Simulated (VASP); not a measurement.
# LiBe4 (P-43m) in VASP: relaxation of cell and atoms with PBE

Aim: the relaxation of cell and atoms of LiBe4 with PBE.

All numbers are computed with VASP 6.6.1; they aren't measurements. Logs are shortened: lines on timing, memory, paths and dates and some standing lists are left out, and cuts for length are marked.

### Step 1. The cell of the first run

Symmetry: P-43m, No. 215, cubic system. The conventional cell has a = 3.528 Å, b = 3.528 Å, c = 3.528 Å, α = 90.00°, β = 90.00°, γ = 90.00°. Within 2.0 Å of Li (site symmetry -43m) lie 4 Be at 1.53 Å. Be (site symmetry 3m) has 1 Li at 1.53 Å within 2.0 Å.

The cell was generated, and may not be a known phase.

### Step 2. Relaxation of cell and atoms, PBE

File INCAR:

```
ALGO = Normal
EDIFF = 1E-7
EDIFFG = -0.08
ENCUT = 750
GGA = PE
GGA_COMPAT = F
IBRION = 2
ISIF = 3
ISMEAR = 0
LASPH = T
LCHARG = F
LREAL = F
LWAVE = F
NELM = 120
NELMIN = 4
NSW = 36
PREC = Accurate
SIGMA = 0.2
```

File KPOINTS:

```
k-points
0
Gamma
  5 5 5
```

File POSCAR:

```
LiBe4
1.0
    3.5279039700      0.0000000000      0.0000000000
    0.0000000000      3.5279039700      0.0000000000
    0.0000000000      0.0000000000      3.5279039700
Li Be
1 4
Direct
    0.0000000000      0.0000000000      0.0000000000
    0.2500000000      0.2500000000      0.2500000000
    0.7500000000      0.7500000000      0.2500000000
    0.2500000000      0.7500000000      0.7500000000
    0.7500000000      0.2500000000      0.7500000000
```

Potentials or basis: VASP PAW PBE potentials, release 64 (Li_sv, Be).

Run with:

```bash
$ cat potpaw_PBE.64/Li_sv/POTCAR potpaw_PBE.64/Be/POTCAR > POTCAR
$ mpirun -np 1 vasp_std > vasp.out
```

OUTCAR:

```text
EDIFF = 1E-7
   EDIFFG = -0.08
   ENCUT = 750
   GGA = PE
   IBRION = 2
   ISIF = 3
   ISMEAR = 0
   LASPH = T
   LREAL = F
   NELM = 120
   NELMIN = 4
   NSW = 36
   PREC = Accurate

 ion  position               nearest neighbor table
   1  0.000  0.000  0.000-   2 1.53   3 1.53   4 1.53   5 1.53
   2  0.250  0.250  0.250-   1 1.53
   3  0.750  0.750  0.250-   1 1.53
   4  0.250  0.750  0.750-   1 1.53
   5  0.750  0.250  0.750-   1 1.53

  LATTYP: Found a simple cubic cell.
 ALAT       =     3.5279039700

  Lattice vectors:

 A1 = (   3.5279039700,   0.0000000000,   0.0000000000)
 A2 = (   0.0000000000,   3.5279039700,   0.0000000000)
 A3 = (   0.0000000000,   0.0000000000,   3.5279039700)

Analysis of symmetry for initial positions (statically):
=====================================================================
 Subroutine PRICEL returns:
 Original cell was already a primitive cell.

 Routine SETGRP: Setting up the symmetry group for a
 simple cubic supercell.

 Subroutine GETGRP returns: Found 24 space group operations
 (whereof 24 operations were pure point group operations)
 out of a pool of 48 trial point group operations.

The static configuration has the point symmetry T_d .

Analysis of symmetry for dynamics (positions and initial velocities):
=====================================================================
 Subroutine PRICEL returns:
 Original cell was already a primitive cell.

 Routine SETGRP: Setting up the symmetry group for a
 simple cubic supercell.

 Subroutine GETGRP returns: Found 24 space group operations
 (whereof 24 operations were pure point group operations)
 out of a pool of 48 trial point group operations.

The dynamic configuration has the point symmetry T_d .

 Subroutine INISYM returns: Found 24 space group operations
 (whereof 24 operations are pure point group operations),
 and found     1 'primitive' translations

----------------------------------------------------------------------------------------

                                     Primitive cell

  volume of cell :      43.9087

  direct lattice vectors                    reciprocal lattice vectors
     3.527903970  0.000000000  0.000000000     0.283454427  0.000000000  0.000000000
     0.000000000  3.527903970  0.000000000     0.000000000  0.283454427  0.000000000
     0.000000000  0.000000000  3.527903970     0.000000000  0.000000000  0.283454427

  length of vectors
     3.527903970  3.527903970  3.527903970     0.283454427  0.283454427  0.283454427

  position of ions in fractional coordinates (direct lattice)
     0.000000000  0.000000000  0.000000000
     0.250000000  0.250000000  0.250000000
     0.750000000  0.750000000  0.250000000
     0.250000000  0.750000000  0.750000000
     0.750000000  0.250000000  0.750000000
[... 57 lines left out ...]
   ISTART =      0    job   : 0-new  1-cont  2-samecut
   ICHARG =      2    charge: 1-file 2-atom 10-const
   ISPIN  =      1    spin polarized calculation?
   LNONCOLLINEAR =      F non collinear calculations
   LSORBIT =      F    spin-orbit coupling
   LASPH  =      T    aspherical Exc in radial PAW
   ENCUT  =  750.0 eV  55.12 Ry    7.42 a.u.   7.88  7.88  7.88*2*pi/ulx,y,z
   NELM   =    120;   NELMIN=  4; NELMDL= -5     # of ELM steps
   EDIFF  = 0.1E-06   stopping-criterion for ELM
   LREAL  =      F    real-space projection
   EDIFFG = -.8E-01   stopping-criterion for IOM
   NSW    =     36    number of steps for IOM
   IBRION =      2    ionic relax: 0-MD 1-quasi-New 2-CG
   NFREE  =      1    steps in history (QN), initial steepest desc. (CG)
   ISIF   =      3    stress and relaxation
   ISYM   =      2    0-nonsym 1-usesym 2-fastsym
   POTIM  = 0.5000    time-step for ionic-motion
   TEBEG  =    0.0;   TEEND  =   0.0 temperature during run
   PSTRESS=    0.0 pullay stress
   NELECT =      11.0000    total number of electrons
   NUPDOWN=      -1.0000    fix difference up-down
   EMIN   =  10.00;   EMAX   =-10.00  energy-range for DOS
   EFERMI =   0.00;   METHOD = LEGACY
   ISMEAR =     0;   SIGMA  =   0.20  broadening in eV -4-tet -1-fermi 0-gaus
   EFERMI_NEDOS =   21; number of points for ismear=-14 and -15
   IALGO  =     38    algorithm
   IMIX   =      4    mixing-type and parameters
     AMIX     =   0.40;   BMIX     =  1.00
     AMIX_MAG =   1.60;   BMIX_MAG =  1.00
  volume/ion in A,a.u.               =       8.78        59.26
  Fermi-wavevector in a.u.,A,eV,Ry     =   1.032022  1.950239 14.491150  1.065069
  Thomas-Fermi vector in A             =   2.166199
   LORBIT       =      0    0 simple, 1 ext, 2 COOP (PROOUT), +10 PAW based schemes
   GGA     = PE    functional components
   LHFCALC =     F    Hartree Fock is set to
   AEXX    =    0.0000 exact exchange contribution
   IVDW    =     0    specifies the selected vdW correction
   LEPSILON=     F    determine dielectric tensor
   LRPA    =     F    only Hartree local field effects (RPA)
 conjugate gradient relaxation of ions
 non-spin polarized calculation
 Gauss-broadening in eV      SIGMA  =   0.20
  energy-cutoff  :      750.00
  volume of cell :       43.91
 maximum number of plane-waves:      2103
 NGX is ok and might be reduce to    32
   NGX = 15   NGY = 15   NGZ = 15

--------------------------------------- Ionic step        1  -------------------------------------------

 number of electron      10.9999998 magnetization

 Free energy of the ion-electron system (eV)
  ---------------------------------------------------
  ext. energy  EPLUGINS =         0.00000000
  ---------------------------------------------------
  free energy    TOTEN  =        -6.57906877 eV

  energy without entropy =       -6.52863051  energy(sigma->0) =       -6.55384964

 E-fermi :   6.1093     XC(G=0): -10.0971

 val. band max:        6.0232293945   @ k =   0.4000   0.2000   0.2000
 cond. band min:       6.1166505129   @ k =   0.4000   0.4000   0.4000
 fundamental gap:      0.0934211184
 Fermi energy:         6.1092839189

 k-point     1 :       0.0000    0.0000    0.0000
  band No.  band energies     occupation
      1     -43.6208      2.00000
      2      -3.6422      2.00000
      3       3.6131      2.00000
      4       3.6131      2.00000
      5       5.6243      1.99939
      6       6.2489      0.32359
      7       6.2489      0.32359
      8       6.2489      0.32359
      9      11.6829      0.00000
[... 300 lines left out ...]
--------------------------------------- Ionic step        6  -------------------------------------------

 number of electron      10.9999993 magnetization

 Free energy of the ion-electron system (eV)
  ---------------------------------------------------
  ext. energy  EPLUGINS =         0.00000000
  ---------------------------------------------------
  free energy    TOTEN  =       -12.40153286 eV

  energy without entropy =      -12.35676661  energy(sigma->0) =      -12.37914973

 E-fermi :   4.1343     XC(G=0):  -9.3561

 val. band max:        4.1309955559   @ k =   0.4000   0.2000   0.0000
 cond. band min:       4.1464320000   @ k =   0.4000   0.0000   0.0000
 fundamental gap:      0.0154364440
 Fermi energy:         4.1342974970

 k-point     1 :       0.0000    0.0000    0.0000
  band No.  band energies     occupation
      1     -42.5739      2.00000
      2      -4.6631      2.00000
      3       1.9879      2.00000
      4       2.9088      2.00000
      5       2.9088      2.00000
      6       4.6699      0.00015
      7       4.6699      0.00015
      8       4.6699      0.00015
      9       8.6689      0.00000
[... 138 lines left out ...]
  FREE ENERGIE OF THE ION-ELECTRON SYSTEM (eV)
  ---------------------------------------------------
  free  energy   TOTEN  =       -12.4015328577 eV

  energy  without entropy=      -12.3567666100  energy(sigma->0) =      -12.37914973

 reached required accuracy - stopping structural energy minimisation
```

Run time: 46 s. Hardware: 1 thread of Intel Xeon 8259CL, shared host; peak memory 0.17 GiB.

What came out:

```
Free energy                           : -12.4015 eV
Relaxed volume                        : 10.94 Å³/atom
Relaxed cell                          : a = 3.796 Å, b = 3.796 Å, c = 3.796 Å, α = 90.00°, β = 90.00°, γ = 90.00°
Space group after relaxing (to 0.1 Å) : P-43m (No. 215)
Energy gained by relaxing             : 1164.5 meV/atom
Ionic steps                           : 6
Pressure after relaxing               : 0.0 GPa
Band gap on the k mesh                : zero (an odd number of electrons rules out a gap without spin polarisation)
```

The path:
| step | energy change (eV) | largest force (eV/Å) | pressure (GPa) | volume (Å³) |
| --- | --- | --- | --- | --- |
| 1 | 0.0000 | 7.1989 | 22.19 | 43.91 |
| 2 | -5.7919 | 0.2880 | 2.41 | 52.10 |
| 3 | -5.8052 | 0.1128 | 2.65 | 52.54 |
| 4 | -5.8193 | 0.1006 | 0.69 | 53.91 |
| 5 | -5.8197 | 0.1448 | 0.29 | 54.22 |
| 6 | -5.8225 | 0.0310 | 0.04 | 54.68 |

Final structure:
```
CELL_PARAMETERS angstrom
3.79564 0.00000 0.00000
0.00000 3.79564 0.00000
0.00000 0.00000 3.79564
ATOMIC_POSITIONS crystal
Li 0.00000 0.00000 0.00000
Be 0.30968 0.30968 0.30968
Be 0.69032 0.69032 0.30968
Be 0.30968 0.69032 0.69032
Be 0.69032 0.30968 0.69032
```

Caveat: the volume moved by over 15 % at a fixed basis, so the end points are rough.
